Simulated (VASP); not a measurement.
# AlNi in VASP: further runs, part 2 of 2

VASP 6.6.1. Earlier steps stand in the parts before.

**4. Single point, revPBE+D4, collinear spin, ferromagnetic start**

This run uses another cell than the first one, of 11.60 Å³/atom, 0.951 times its volume.

INCAR reads:

```
SYSTEM = AlNi
PREC = Accurate
ENCUT = 600
EDIFF = 1E-6
ISMEAR = -1
SIGMA = 0.05
LREAL = .False.
LASPH = .True.
NELM = 200
ALGO = Normal
ISIF = 2
LWAVE = .False.
LCHARG = .False.
ISPIN = 2
MAGMOM = 1 0
LORBIT = 11
LMAXMIX = 4
GGA = RE
IVDW = 13
NBANDS = 18
GGA_COMPAT = .False.
```

KPOINTS reads:

```
regular mesh
0
Gamma
  9 9 9
  0 0 0
```

POSCAR reads:

```
AlNi
1.0
    2.8523768003      0.0000000000      0.0000000000
    0.0000000000      2.8523768003      0.0000000000
    0.0000000000      0.0000000000      2.8523768003
Ni Al
1 1
Direct
    0.5000000000      0.5000000000      0.5000000000
    0.0000000000      0.0000000000      0.0000000000
```

Potentials or basis: VASP PAW PBE potentials, release 64 (Ni, Al).

Started as:

```console
$ cat potpaw_PBE.64/Ni/POTCAR potpaw_PBE.64/Al/POTCAR > POTCAR
$ mpirun -np 1 vasp_std > vasp.out
```

OUTCAR:

```text
SYSTEM = AlNi
   PREC = Accurate
   ENCUT = 600
   EDIFF = 1E-6
   ISMEAR = -1
   LREAL = .False.
   LASPH = .True.
   NELM = 200
   ISIF = 2
   ISPIN = 2
   LORBIT = 11
   GGA = RE
   IVDW = 13

 ion  position               nearest neighbor table
   1  0.500  0.500  0.500-   2 2.47   2 2.47   2 2.47   2 2.47   2 2.47   2 2.47   2 2.47   2 2.47

   2  0.000  0.000  0.000-   1 2.47   1 2.47   1 2.47   1 2.47   1 2.47   1 2.47   1 2.47   1 2.47

  LATTYP: Found a simple cubic cell.
 ALAT       =     2.8523768003

  Lattice vectors:

 A1 = (   2.8523768003,   0.0000000000,   0.0000000000)
 A2 = (   0.0000000000,   2.8523768003,   0.0000000000)
 A3 = (   0.0000000000,   0.0000000000,   2.8523768003)

Analysis of symmetry for initial positions (statically):
=====================================================================
 Subroutine PRICEL returns:
 Original cell was already a primitive cell.

 Routine SETGRP: Setting up the symmetry group for a
 simple cubic supercell.

 Subroutine GETGRP returns: Found 48 space group operations
 (whereof 48 operations were pure point group operations)
 out of a pool of 48 trial point group operations.

The static configuration has the point symmetry O_h .

Analysis of symmetry for dynamics (positions and initial velocities):
=====================================================================
 Subroutine PRICEL returns:
 Original cell was already a primitive cell.

 Routine SETGRP: Setting up the symmetry group for a
 simple cubic supercell.

 Subroutine GETGRP returns: Found 48 space group operations
 (whereof 48 operations were pure point group operations)
 out of a pool of 48 trial point group operations.

The dynamic configuration has the point symmetry O_h .

Analysis of structural, dynamic, and magnetic symmetry:
=====================================================================
 Subroutine PRICEL returns:
 Original cell was already a primitive cell.

 Routine SETGRP: Setting up the symmetry group for a
 simple cubic supercell.
[... 150 lines left out ...]
  ---------------------------------------------------
  free energy    TOTEN  =        -9.86950683 eV

  energy without entropy =       -9.86319382  energy(sigma->0) =       -9.86635033

 E-fermi :  10.5279     XC(G=0): -12.1291

 val. band max:       10.4647337431   @ k =   0.3333   0.1111   0.0000
 cond. band min:      10.5822646178   @ k =   0.3333   0.1111   0.1111
 fundamental gap:      0.1175308747
 Fermi energy:        10.5279423047

 spin component 1

 k-point     1 :       0.0000    0.0000    0.0000
  band No.  band energies     occupation
      1      -0.8403      1.00000
      2       7.1331      1.00000
      3       7.1331      1.00000
      4       8.9023      1.00000
      5       8.9023      1.00000
      6       8.9023      1.00000
[... 493 lines left out ...]
     17      33.4811      0.00000
     18      37.4636      0.00000

 [... further k-points ...]

 spin component 2

 k-point     1 :       0.0000    0.0000    0.0000
  band No.  band energies     occupation
      1      -0.8403      1.00000
      2       7.1331      1.00000
      3       7.1331      1.00000
      4       8.9023      1.00000
      5       8.9023      1.00000
      6       8.9023      1.00000
[... 493 lines left out ...]
     17      33.4811      0.00000
     18      37.4631      0.00000

 [... further k-points ...]

------------------------ aborting loop because EDIFF is reached ----------------------------------------

  DFT-D4 for vdW energy calculation

  Edisp (eV):   -1.53362

  FORCE on cell =-STRESS in cart. coord.  units (eV):
  Direction    XX          YY          ZZ          XY          YZ          ZX
  --------------------------------------------------------------------------------------
  -------------------------------------------------------------------------------------
  Total      -0.02704    -0.02704    -0.02704     0.00000     0.00000     0.00000
  in kB      -1.86651    -1.86651    -1.86651     0.00000     0.00000     0.00000
  external pressure =       -1.87 kB  Pullay stress =        0.00 kB

 VOLUME and BASIS-vectors are now :
 -----------------------------------------------------------------------------
  energy-cutoff  :      600.00
  volume of cell :       23.21
      direct lattice vectors                 reciprocal lattice vectors
     2.852376800  0.000000000  0.000000000     0.350584818  0.000000000  0.000000000
     0.000000000  2.852376800  0.000000000     0.000000000  0.350584818  0.000000000
     0.000000000  0.000000000  2.852376800     0.000000000  0.000000000  0.350584818

 POSITION                                       TOTAL-FORCE (eV/Angst)
 -----------------------------------------------------------------------------------
      1.42619      1.42619      1.42619         0.000000      0.000000      0.000000
      0.00000      0.00000      0.00000         0.000000      0.000000      0.000000
 -----------------------------------------------------------------------------------
    total drift:                                0.000000      0.000000     -0.000000

  FREE ENERGIE OF THE ION-ELECTRON SYSTEM (eV)
  ---------------------------------------------------
  free  energy   TOTEN  =       -11.4031244486 eV

  energy  without entropy=      -11.3968114327  energy(sigma->0) =      -11.39996794

 total charge

# of ion       s       p       d       tot
------------------------------------------
    1        0.486   0.545   8.480   9.511
    2        0.389   0.427   0.000   0.816
--------------------------------------------------
tot          0.875   0.972   8.480  10.327

 magnetization (x)

# of ion       s       p       d       tot
------------------------------------------
    1       -0.000  -0.000   0.000   0.000
    2        0.000   0.000   0.000   0.000
--------------------------------------------------
tot          0.000   0.000   0.000   0.000
```

stdout:

```text
POSCAR found type information on POSCAR NiAl
 POSCAR found :  2 types and       2 ions
 scaLAPACK will be used
 -----------------------------------------------------------------------------
|                                                                             |
|                                                                             |
|     You enforced a specific xc type in the INCAR file but a different       |
|     I HOPE YOU KNOW WHAT YOU ARE DOING!                                     |
|                                                                             |
 -----------------------------------------------------------------------------

 LDA part: xc-table for (Slater+PW92), standard interpolation
 POSCAR, INCAR and KPOINTS ok, starting setup
 FFT: planning ... GRIDC
 FFT: planning ... GRID_SOFT
 FFT: planning ... GRID
 WAVECAR not read
 entering main loop
```

Run time: 44 s. Hardware: 1 thread of Intel Xeon 8259CL, shared host; peak memory 0.16 GiB.

What came out:

```
Free energy                                           : -11.4031 eV
Pressure                                              : -0.2 GPa
Net moment                                            : 0.00 μB per cell
Valence electrons inside the program's atomic spheres : Ni 9.51; Al 0.82
Dispersion energy per atom                            : -0.767 eV
```

Caveat: the PAW data sets were made with another functional, which shifts forces and pressure a little; pairwise dispersion overbinds metals, which lowers pressure and volume.

**5. Single point, PBEsol, collinear spin, ferromagnetic start**

This run uses another cell than the first one, of 11.71 Å³/atom, 0.961 times its volume.

INCAR reads:

```
PREC     = Accurate       # precision mode
ENCUT    = 600            # plane-wave cutoff, eV
EDIFF    = 1E-6           # SCF threshold, eV
ISMEAR   = -1             # smearing method
SIGMA    = 0.05           # smearing width, eV
LREAL    = F              # projectors in reciprocal space
LASPH    = T              # aspherical terms in the spheres
NELM     = 200            # most SCF steps
ALGO     = Normal         # electronic algorithm
ISIF     = 2              # what is computed and relaxed
LWAVE    = F              # write WAVECAR
LCHARG   = F              # write CHGCAR
ISPIN    = 2              # spin polarisation
MAGMOM   = 1 0            # initial moments
LORBIT   = 11             # projections on sites
LMAXMIX  = 4              # l up to which the mixer works
GGA      = PS             # functional
NBANDS   = 18             # bands
GGA_COMPAT= F
```

KPOINTS reads:

```
regular mesh
0
Gamma
  9 9 9
```

POSCAR reads:

```
AlNi
1.0
    2.8614740419      0.0000000000      0.0000000000
    0.0000000000      2.8614740419      0.0000000000
    0.0000000000      0.0000000000      2.8614740419
Ni Al
1 1
Direct
    0.5000000000      0.5000000000      0.5000000000
    0.0000000000      0.0000000000      0.0000000000
```

Potentials or basis: VASP PAW PBE potentials, release 64 (Ni, Al).

Started as:

```console
$ cat potpaw_PBE.64/Ni/POTCAR potpaw_PBE.64/Al/POTCAR > POTCAR
$ mpirun -np 1 vasp_std > vasp.out
```

OUTCAR:

```text
PREC = Accurate
   ENCUT = 600
   EDIFF = 1E-6
   ISMEAR = -1
   LREAL = F
   LASPH = T
   NELM = 200
   ISIF = 2
   ISPIN = 2
   LORBIT = 11
   GGA = PS

 ion  position               nearest neighbor table
   1  0.500  0.500  0.500-   2 2.48   2 2.48   2 2.48   2 2.48   2 2.48   2 2.48   2 2.48   2 2.48

   2  0.000  0.000  0.000-   1 2.48   1 2.48   1 2.48   1 2.48   1 2.48   1 2.48   1 2.48   1 2.48

  LATTYP: Found a simple cubic cell.
 ALAT       =     2.8614740419

  Lattice vectors:

 A1 = (   2.8614740419,   0.0000000000,   0.0000000000)
 A2 = (   0.0000000000,   2.8614740419,   0.0000000000)
 A3 = (   0.0000000000,   0.0000000000,   2.8614740419)

Analysis of symmetry for initial positions (statically):
=====================================================================
 Subroutine PRICEL returns:
 Original cell was already a primitive cell.

 Routine SETGRP: Setting up the symmetry group for a
 simple cubic supercell.

 Subroutine GETGRP returns: Found 48 space group operations
 (whereof 48 operations were pure point group operations)
 out of a pool of 48 trial point group operations.

The static configuration has the point symmetry O_h .

Analysis of symmetry for dynamics (positions and initial velocities):
=====================================================================
 Subroutine PRICEL returns:
 Original cell was already a primitive cell.

 Routine SETGRP: Setting up the symmetry group for a
 simple cubic supercell.

 Subroutine GETGRP returns: Found 48 space group operations
 (whereof 48 operations were pure point group operations)
 out of a pool of 48 trial point group operations.

The dynamic configuration has the point symmetry O_h .

Analysis of structural, dynamic, and magnetic symmetry:
=====================================================================
 Subroutine PRICEL returns:
 Original cell was already a primitive cell.

 Routine SETGRP: Setting up the symmetry group for a
 simple cubic supercell.

[... 142 lines left out ...]
 number of electron      13.0000010 magnetization      -0.0001647

 number of electron      13.0000010 magnetization       0.0002191

 Free energy of the ion-electron system (eV)
  ---------------------------------------------------
  ext. energy  EPLUGINS =         0.00000000
  ---------------------------------------------------
  free energy    TOTEN  =       -11.58583858 eV

  energy without entropy =      -11.57948198  energy(sigma->0) =      -11.58266028

 E-fermi :  10.1755     XC(G=0): -12.2661

 val. band max:       10.1086192502   @ k =   0.3333   0.1111   0.0000
 cond. band min:      10.2265659993   @ k =   0.3333   0.1111   0.1111
 fundamental gap:      0.1179467491
 Fermi energy:        10.1755499482

 spin component 1

 k-point     1 :       0.0000    0.0000    0.0000
  band No.  band energies     occupation
      1      -1.1129      1.00000
      2       6.8208      1.00000
      3       6.8208      1.00000
      4       8.5711      1.00000
      5       8.5711      1.00000
      6       8.5711      1.00000
[... 493 lines left out ...]
     17      32.9984      0.00000
     18      36.9163      0.00000

 [... further k-points ...]

 spin component 2

 k-point     1 :       0.0000    0.0000    0.0000
  band No.  band energies     occupation
      1      -1.1129      1.00000
      2       6.8209      1.00000
      3       6.8209      1.00000
      4       8.5712      1.00000
      5       8.5712      1.00000
      6       8.5712      1.00000
[... 493 lines left out ...]
     17      32.9984      0.00000
     18      36.9166      0.00000

 [... further k-points ...]
[... 5 lines left out ...]
  --------------------------------------------------------------------------------------
  -------------------------------------------------------------------------------------
  Total        0.0153767      0.0153767      0.0153767      0.0000000      0.0000000      0.0000000
  in kB        1.0514885      1.0514885      1.0514885      0.0000000      0.0000000      0.0000000
  external PRESSURE =       1.0514885 kB  Pullay stress =       0.0000000 kB

 VOLUME and BASIS-vectors are now :
 -----------------------------------------------------------------------------
  energy-cutoff  :      600.00
  volume of cell :       23.43
      direct lattice vectors                 reciprocal lattice vectors
     2.861474042  0.000000000  0.000000000     0.349470233  0.000000000  0.000000000
     0.000000000  2.861474042  0.000000000     0.000000000  0.349470233  0.000000000
     0.000000000  0.000000000  2.861474042     0.000000000  0.000000000  0.349470233

 POSITION                                       TOTAL-FORCE (eV/Angst)
 -----------------------------------------------------------------------------------
      1.43074      1.43074      1.43074         0.000000      0.000000      0.000000
      0.00000      0.00000      0.00000         0.000000      0.000000      0.000000
 -----------------------------------------------------------------------------------
    total drift:                                0.000000      0.000000     -0.000000

  FREE ENERGIE OF THE ION-ELECTRON SYSTEM (eV)
  ---------------------------------------------------
  free  energy   TOTEN  =       -11.5858385782 eV

  energy  without entropy=      -11.5794819812  energy(sigma->0) =      -11.58266028

 total charge

# of ion       s       p       d       tot
------------------------------------------
    1        0.489   0.540   8.484   9.513
    2        0.385   0.421   0.000   0.806
--------------------------------------------------
tot          0.873   0.961   8.484  10.319

 magnetization (x)

# of ion       s       p       d       tot
------------------------------------------
    1       -0.000  -0.000   0.000   0.000
    2        0.000   0.000   0.000   0.000
--------------------------------------------------
tot          0.000   0.000   0.000   0.000
```

Run time: 47 s. Hardware: 1 thread of Intel Xeon 8259CL, shared host; peak memory 0.16 GiB.

What came out:

| Quantity | Value |
| --- | --- |
| Free energy | -11.5858 eV |
| Pressure | 0.1 GPa |
| Net moment | 0.00 μB per cell |
| Valence electrons inside the program's atomic spheres | Ni 9.51; Al 0.81 |

Levels at points of the mesh, in eV from the Fermi level:
Spin up:
| k point | band 4 | band 5 | band 6 | band 7 | band 8 | band 9 |
| --- | --- | --- | --- | --- | --- | --- |
| (0.00, 0.00, 0.00) | -1.60 | -1.60 | -1.60 | 5.58 | 5.58 | 5.58 |
Spin down:
| k point | band 3 | band 4 | band 5 | band 6 | band 7 | band 8 | band 9 | band 10 |
| --- | --- | --- | --- | --- | --- | --- | --- | --- |
| (0.00, 0.00, 0.00) | -3.35 | -1.60 | -1.60 | -1.60 | 5.58 | 5.58 | 5.58 | 8.20 |

Caveat: the PAW data sets were made with another functional, which shifts forces and pressure a little.

**6. Single point, RPBE, collinear spin, ferromagnetic start**

This run uses another cell than the first one, of 11.96 Å³/atom, 0.980 times its volume.

INCAR reads:

```
SYSTEM = AlNi
PREC     = Accurate       ! precision mode
ENCUT    = 600            ! plane-wave cutoff, eV
EDIFF    = 1E-6           ! SCF threshold, eV
ISMEAR   = -1             ! smearing method
SIGMA    = 0.05           ! smearing width, eV
LREAL    = .False.        ! projectors in reciprocal space
LASPH    = .True.         ! aspherical terms in the spheres
NELM     = 200            ! most SCF steps
ALGO     = Normal         ! electronic algorithm
ISIF     = 2              ! what is computed and relaxed
LWAVE    = .False.        ! write WAVECAR
LCHARG   = .True.         ! write CHGCAR
ISPIN    = 2              ! spin polarisation
MAGMOM   = 1 0            ! initial moments
LORBIT   = 11             ! projections on sites
LMAXMIX  = 4              ! l up to which the mixer works
GGA      = RP             ! functional
LELF     = .True.         ! ELF
LVHAR    = .True.       
NBANDS   = 18             ! bands
GGA_COMPAT= .False.
```

KPOINTS reads:

```
regular mesh
0
Gamma
  9 9 9
  0 0 0
```

POSCAR reads:

```
AlNi
1.0
    2.8810000000      0.0000000000      0.0000000000
    0.0000000000      2.8810000000      0.0000000000
    0.0000000000      0.0000000000      2.8810000000
Ni Al
1 1
Direct
    0.5000000000      0.5000000000      0.5000000000
    0.0000000000      0.0000000000      0.0000000000
```

Potentials or basis: VASP PAW PBE potentials, release 64 (Ni, Al).

Started as:

```console
$ cat potpaw_PBE.64/Ni/POTCAR potpaw_PBE.64/Al/POTCAR > POTCAR
$ mpirun -np 1 vasp_std > vasp.out
```

Run time: 48 s. Hardware: 1 thread of Intel Xeon 8259CL, shared host; peak memory 0.16 GiB.

Results (log left out):

```
Free energy                                           : -9.7325 eV
Pressure                                              : 5.7 GPa
Net moment                                            : 0.00 μB per cell
Valence electrons inside the program's atomic spheres : Ni 9.45; Al 0.80
```

Levels at points of the mesh, in eV from the Fermi level:
Spin up:
```csv
k point,band 3,band 4,band 5,band 6,band 7,band 8,band 9,band 10
"(0.00, 0.00, 0.00)",-3.24,-1.55,-1.55,-1.55,5.52,5.52,5.52,8.07
```
Spin down:
```
           k point  band 2  band 3  band 4  band 5  band 6  band 7  band 8  band 9  band 10  band 11
(0.00, 0.00, 0.00)   -3.24   -3.24   -1.55   -1.55   -1.55    5.52    5.52    5.52     8.07     8.07
```

Caveat: the PAW data sets were made with another functional, which shifts forces and pressure a little.

**7. Summary**

| level | cell | k mesh | cutoff (eV) | gap on the mesh (eV) | pressure (GPa) | moment (μB) |
| --- | --- | --- | --- | --- | --- | --- |
| PBE | a = 2.881, b = 2.881, c = 2.939 Å, 2 atoms | 8 × 8 × 8 | 520 | none | -1.0 | 0.00 |
| PBEsol+D3(BJ) | a = 2.831 Å, 2 atoms | 9 × 9 × 9 | 600 | none | 0.0 | 0.00 |
| revPBE+D4 | a = 2.852 Å, 2 atoms | 9 × 9 × 9 | 600 | none | -0.2 | 0.00 |
| PBEsol | a = 2.861 Å, 2 atoms | 9 × 9 × 9 | 600 | none | 0.1 | 0.00 |
| RPBE | a = 2.881 Å, 2 atoms | 9 × 9 × 9 | 600 | none | 5.7 | 0.00 |

Alike in all rows: task single point; potentials or basis VASP PAW PBE potentials, release 64 (Ni, Al); spin collinear, ferromagnetic start; smearing fermi-dirac 0.05 eV.

Caveats: the PAW data sets were made with another functional, which shifts forces and pressure a little (some runs); pairwise dispersion overbinds metals, which lowers pressure and volume (some runs).

Total energies depend on the potentials used, so only differences within one code and one set of settings carry meaning.
